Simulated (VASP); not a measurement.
# SiC (P1) in VASP: a series of runs

SiC is run at these levels: PBE; tasks: single point.

All numbers are computed with VASP 6.6.1; they aren't measurements. Logs are shortened: lines on timing, memory, paths and dates and some standing lists are left out, and cuts for length are marked.

### 1 The cell of the first run

The typed cell holds 12 atoms: a = 4.380 Å, b = 3.097 Å, c = 9.535 Å, α = 97.46°, β = 79.41°, γ = 90.00°.

### 2 Single point, PBE (the part above a cut slid along it)

INCAR reads:

```
SYSTEM = SiC
ALGO = Normal ; EDIFF = 1E-6
ENCUT = 520 ; GGA = PE
ISIF = 2 ; ISMEAR = 0
LASPH = .TRUE. ; LCHARG = .FALSE.
LREAL = .FALSE. ; LWAVE = .FALSE.
NBANDS = 36 ; NELM = 60
PREC = Accurate ; SIGMA = 0.05
```

KPOINTS reads:

```
k-points
0
G
  6 9 3
  0 0 0
```

POSCAR reads:

```
SiC
1.0
    4.3797281900      0.0000000000      0.0000000000
    0.0000000000      2.1898640950     -2.1898640950
    1.7518912760      5.6936466470      7.4455379230
Si C
6 6
Direct
   -0.0999933333      0.0999933333      0.2499833333
    0.3333400000      0.6666600000      0.4166500000
   -0.2333266667      0.2333266667      0.5833166667
    0.2000066667      0.7999933333      0.7499833333
   -0.3666600000      0.3666600000      0.9166500000
    0.4666733333      0.5333266667      0.0833166667
    0.5833400000      0.1666600000      0.4166500000
    0.0166733333      0.7333266667      0.5833166667
    0.4500066667      0.2999933333      0.7499833333
   -0.1166600000      0.8666600000      0.9166500000
    0.7166733333      0.0333266667      0.0833166667
    0.1500066667      0.5999933333      0.2499833333
```

Potentials or basis: VASP PAW PBE potentials, release 64 (Si, C).

Command:

```
$ cat potpaw_PBE.64/Si/POTCAR potpaw_PBE.64/C/POTCAR > POTCAR
$ mpirun -np 1 vasp_std > vasp.out
```

OUTCAR:

```text
SYSTEM = SiC
   EDIFF = 1E-6
   ENCUT = 520
   GGA = PE
   ISIF = 2
   ISMEAR = 0
   LASPH = .TRUE.
   LREAL = .FALSE.
   NELM = 60
   PREC = Accurate

 ion  position               nearest neighbor table
   1  0.900  0.100  0.250-  11 1.90  12 1.90  12 1.90   7 1.90   6 3.10   6 3.10   6 3.10   6 3.10
                             2 3.10   2 3.10   2 3.10   2 3.10   3 3.10
   2  0.333  0.667  0.417-   7 1.90   7 1.90  12 1.90   8 1.90   6 3.10   4 3.10   1 3.10   3 3.10
                             1 3.10   3 3.10   1 3.10   3 3.10   1 3.10   3 3.10
   3  0.767  0.233  0.583-   9 1.90   8 1.90   8 1.90   7 1.90   4 3.10   4 3.10   5 3.10   4 3.10
                             4 3.10   2 3.10   2 3.10   2 3.10   2 3.10   1 3.10
   4  0.200  0.800  0.750-   8 1.90   9 1.90   9 1.90  10 1.90   3 3.10   3 3.10   2 3.10   3 3.10
                             3 3.10   5 3.10   5 3.10   5 3.10   5 3.10
   5  0.633  0.367  0.917-   6 1.64  10 1.90  10 1.90   9 1.90  11 2.09  11 2.51   3 3.10   4 3.10
                             4 3.10   4 3.10   4 3.10
   6  0.467  0.533  0.083-   5 1.64  12 1.90  11 1.90  11 1.90  10 2.51   1 3.10   1 3.10   2 3.10
                             1 3.10   1 3.10
   7  0.583  0.167  0.417-   2 1.90   2 1.90   3 1.90   1 1.90
   8  0.017  0.733  0.583-   4 1.90   3 1.90   3 1.90   2 1.90
   9  0.450  0.300  0.750-   3 1.90   4 1.90   4 1.90   5 1.90
  10  0.883  0.867  0.917-  11 1.64   5 1.90   5 1.90   4 1.90   6 2.51
  11  0.717  0.033  0.083-  10 1.64   1 1.90   6 1.90   6 1.90   5 2.09   5 2.51
  12  0.150  0.600  0.250-   6 1.90   1 1.90   1 1.90   2 1.90

  LATTYP: Found a triclinic cell.
 ALAT       =    12.1847785044
 B/A-ratio  =     1.5568470091
 C/A-ratio  =     0.7624928517
 COS(alpha) =     0.0217674383
 COS(beta)  =     0.6099942813
 COS(gamma) =     0.8033197787

  Lattice vectors:

 A1 = (   6.1316194660,  10.0733748370,   3.0658097330)
 A2 = (  -0.8759456380,  15.7670214840,  10.5113476560)
 A3 = (   8.7594563800,   2.1898640950,  -2.1898640950)

Analysis of symmetry for initial positions (statically):
=====================================================================
 Subroutine PRICEL returns:
 Original cell was already a primitive cell.

 Routine SETGRP: Setting up the symmetry group for a
 triclinic supercell.

 Subroutine GETGRP returns: Found  1 space group operations
 (whereof  1 operations were pure point group operations)
 out of a pool of  2 trial point group operations.

The static configuration has the point symmetry C_1 .

Analysis of symmetry for dynamics (positions and initial velocities):
=====================================================================
 Subroutine PRICEL returns:
 Original cell was already a primitive cell.

 Routine SETGRP: Setting up the symmetry group for a
 triclinic supercell.

 Subroutine GETGRP returns: Found  1 space group operations
 (whereof  1 operations were pure point group operations)
 out of a pool of  2 trial point group operations.

The dynamic configuration has the point symmetry C_1 .

 Subroutine INISYM returns: Found  1 space group operations
 (whereof  1 operations are pure point group operations),
 and found     1 'primitive' translations

----------------------------------------------------------------------------------------

                                     Primitive cell

  volume of cell :     126.0180

  direct lattice vectors                    reciprocal lattice vectors
     4.379728190  0.000000000  0.000000000     0.228324671 -0.030443290 -0.030443290
     0.000000000  2.189864095 -2.189864095     0.000000000  0.258767961 -0.197881382
     1.751891276  5.693646647  7.445537923     0.000000000  0.076108224  0.076108224

  length of vectors
     4.379728190  3.096935503  9.535343211     0.232348323  0.325757423  0.107633282

  position of ions in fractional coordinates (direct lattice)
     0.900006667  0.099993333  0.249983333
     0.333340000  0.666660000  0.416650000
     0.766673333  0.233326667  0.583316667
     0.200006667  0.799993333  0.749983333
     0.633340000  0.366660000  0.916650000
     0.466673333  0.533326667  0.083316667
     0.583340000  0.166660000  0.416650000
     0.016673333  0.733326667  0.583316667
     0.450006667  0.299993333  0.749983333
     0.883340000  0.866660000  0.916650000
[... 27 lines left out ...]

  Cartesian coordinates                     Fractional coordinates (reciprocal lattice)
     0.038054112 -0.005073882 -0.005073882     0.166666667  0.000000000  0.000000000
     0.000000000  0.028751996 -0.021986820     0.000000000  0.111111111 -0.000000000
     0.000000000  0.025369408  0.025369408     0.000000000  0.000000000  0.333333333

  Length of vectors
     0.038724721  0.036195269  0.035877761

  Shift w.r.t. Gamma in fractional coordinates (k-lattice)
     0.000000000  0.000000000  0.000000000

 Subroutine IBZKPT returns following result:
 ===========================================

 Found     82 irreducible k-points:

 Following reciprocal coordinates:
            Coordinates               Weight
  0.000000  0.000000  0.000000      1.000000
  0.166667  0.000000 -0.000000      2.000000
  0.333333  0.000000 -0.000000      2.000000
  0.500000  0.000000  0.000000      1.000000
  0.000000  0.111111  0.000000      2.000000
  0.166667  0.111111  0.000000      2.000000
[... 16 lines left out ...]
  0.000000  0.444444  0.000000      2.000000
  0.166667  0.444444  0.000000      2.000000
 [... further k-points ...]
   k-points           NKPTS =     82   k-points in BZ     NKDIM =     82   number of bands    NBANDS=     36
   number of dos      NEDOS =    301   number of ions     NIONS =     12
   total plane-waves  NPLWV =  62208
   dimension x,y,z NGX =    36 NGY =   24 NGZ =   72
   dimension x,y,z NGXF=    72 NGYF=   48 NGZF=  144
   ions per type =               6   6
   NGX,Y,Z   is equivalent  to a cutoff of  13.66, 12.88, 12.55 a.u.
   NGXF,Y,Z  is equivalent  to a cutoff of  27.33, 25.77, 25.11 a.u.
 SYSTEM =  SiC
   PREC   = accura    normal or accurate (medium, high low for compatibility)
   ISTART =      0    job   : 0-new  1-cont  2-samecut
   ICHARG =      2    charge: 1-file 2-atom 10-const
   ISPIN  =      1    spin polarized calculation?
   LNONCOLLINEAR =      F non collinear calculations
   LSORBIT =      F    spin-orbit coupling
   LASPH  =      T    aspherical Exc in radial PAW
   ENCUT  =  520.0 eV  38.22 Ry    6.18 a.u.   8.14  5.76 17.73*2*pi/ulx,y,z
   NELM   =     60;   NELMIN=  2; NELMDL= -5     # of ELM steps
   EDIFF  = 0.1E-05   stopping-criterion for ELM
   LREAL  =      F    real-space projection
   EDIFFG = 0.1E-04   stopping-criterion for IOM
   NSW    =      0    number of steps for IOM
   IBRION =     -1    ionic relax: 0-MD 1-quasi-New 2-CG
   NFREE  =      0    steps in history (QN), initial steepest desc. (CG)
   ISIF   =      2    stress and relaxation
   ISYM   =      2    0-nonsym 1-usesym 2-fastsym
   POTIM  = 0.5000    time-step for ionic-motion
   TEBEG  =    0.0;   TEEND  =   0.0 temperature during run
   PSTRESS=    0.0 pullay stress
   NELECT =      48.0000    total number of electrons
   NUPDOWN=      -1.0000    fix difference up-down
   EMIN   =  10.00;   EMAX   =-10.00  energy-range for DOS
   EFERMI =   0.00;   METHOD = LEGACY
   ISMEAR =     0;   SIGMA  =   0.05  broadening in eV -4-tet -1-fermi 0-gaus
   EFERMI_NEDOS =   21; number of points for ismear=-14 and -15
   IALGO  =     38    algorithm
   IMIX   =      4    mixing-type and parameters
     AMIX     =   0.40;   BMIX     =  1.00
     AMIX_MAG =   1.60;   BMIX_MAG =  1.00
  volume/ion in A,a.u.               =      10.50        70.87
  Fermi-wavevector in a.u.,A,eV,Ry     =   1.186709  2.242555 19.160797  1.408279
  Thomas-Fermi vector in A             =   2.322876
   LORBIT       =      0    0 simple, 1 ext, 2 COOP (PROOUT), +10 PAW based schemes
   GGA     = PE    functional components
   LHFCALC =     F    Hartree Fock is set to
   AEXX    =    0.0000 exact exchange contribution
   IVDW    =     0    specifies the selected vdW correction
   LEPSILON=     F    determine dielectric tensor
   LRPA    =     F    only Hartree local field effects (RPA)
 non-spin polarized calculation
 Gauss-broadening in eV      SIGMA  =   0.05
  energy-cutoff  :      520.00
  volume of cell :      126.02
 maximum number of plane-waves:      3420
 NGX is ok and might be reduce to    36
   NGX = 17   NGY = 11   NGZ = 35

 number of electron      47.9999998 magnetization

 Free energy of the ion-electron system (eV)
  ---------------------------------------------------
  ext. energy  EPLUGINS =         0.00000000
  ---------------------------------------------------
  free energy    TOTEN  =       -80.38295319 eV

  energy without entropy =      -80.38295319  energy(sigma->0) =      -80.38295319

 E-fermi :   8.9132     XC(G=0): -11.2243

 val. band max:        8.6617809958   @ k =   0.1667   0.1111   0.3333
 cond. band min:       9.2975193055   @ k =   0.0000  -0.4444   0.3333
 fundamental gap:      0.6357383097
 Fermi energy:         8.9131580900

 k-point     1 :       0.0000    0.0000    0.0000
  band No.  band energies     occupation
      1      -8.4332      2.00000
      2      -6.7312      2.00000
      3      -5.9532      2.00000
      4      -3.4881      2.00000
      5      -2.7103      2.00000
      6      -1.7457      2.00000
[... 925 lines left out ...]
     35      15.4236      0.00000
     36      16.1790      0.00000

 [... further k-points ...]

------------------------ aborting loop because EDIFF is reached ----------------------------------------

  FORCE on cell =-STRESS in cart. coord.  units (eV):
  Direction    XX          YY          ZZ          XY          YZ          ZX
  --------------------------------------------------------------------------------------
  -------------------------------------------------------------------------------------
  Total        6.6973675     30.0504788     13.7213902     -6.9900910     18.6722539     -4.2599966
  in kB       85.1494762    382.0579520    174.4520037    -88.8711244    237.3966532    -54.1610528
  external PRESSURE =     213.8864773 kB  Pullay stress =       0.0000000 kB

 VOLUME and BASIS-vectors are now :
 -----------------------------------------------------------------------------
  energy-cutoff  :      520.00
  volume of cell :      126.02
      direct lattice vectors                 reciprocal lattice vectors
     4.379728190  0.000000000  0.000000000     0.228324671 -0.030443290 -0.030443290
     0.000000000  2.189864095 -2.189864095     0.000000000  0.258767961 -0.197881382
     1.751891276  5.693646647  7.445537923     0.000000000  0.076108224  0.076108224

 POSITION                                       TOTAL-FORCE (eV/Angst)
 -----------------------------------------------------------------------------------
      4.37973      1.64229      1.64229         0.263253      0.018398     -0.024585
      2.18986      3.83215      1.64229         0.188238      0.110724      0.129354
      4.37973      3.83215      3.83215        -0.255547      0.255122      0.251403
      2.18986      6.02202      3.83215         1.043492      0.633442      0.400587
      4.37973      6.02202      6.02202         5.997758    -23.154107    -15.835027
      2.18986      1.64229     -0.54758        -7.670266     22.589908     14.809900
      3.28480      2.73722      2.73722        -0.048707     -0.309152     -0.293581
      1.09493      4.92708      2.73722        -0.174201      0.051199      0.083074
      3.28480      4.92708      4.92708        -0.227806     -0.694479     -0.730750
      5.47466      7.11695      4.92708        -0.962511     -0.400813      0.506102
      3.28480      0.54736      0.54736         1.890018      1.226839      0.617520
      1.09493      2.73722      0.54736        -0.043720     -0.327082      0.086002
 -----------------------------------------------------------------------------------
    total drift:                                0.000261     -0.000075     -0.000142

  FREE ENERGIE OF THE ION-ELECTRON SYSTEM (eV)
  ---------------------------------------------------
  free  energy   TOTEN  =       -80.3829531936 eV

  energy  without entropy=      -80.3829531936  energy(sigma->0) =      -80.38295319
```

Run time: 10 min. Hardware: 1 thread of Oxide Virtual Turin-like, shared host; peak memory 0.36 GiB.

What came out:

* Free energy: -80.3830 eV
* Pressure: 21.4 GPa
* Largest force: 28.685 eV/Å
* Band gap on the k mesh: 0.64 eV (least direct gap 1.07 eV)

Forces on the atoms (eV/Å):
```
Si    0.263   0.018  -0.025
Si    0.188   0.111   0.129
Si   -0.256   0.255   0.251
Si    1.043   0.633   0.401
Si    5.998 -23.154 -15.835
Si   -7.670  22.590  14.810
C    -0.049  -0.309  -0.294
C    -0.174   0.051   0.083
C    -0.228  -0.694  -0.731
C    -0.963  -0.401   0.506
C     1.890   1.227   0.618
C    -0.044  -0.327   0.086
```

Caveat: the cell differs from its parent crystal (the part above a cut slid along it); the stress differs along the axes, from 9 to 38 GPa; semilocal functionals underestimate gaps, and a narrow one can read as zero; forces of over 1 eV/Å act on the atoms, so gaps and moduli don't describe the material at rest. A k mesh can miss the band edges.

[end of part 1 of 2]
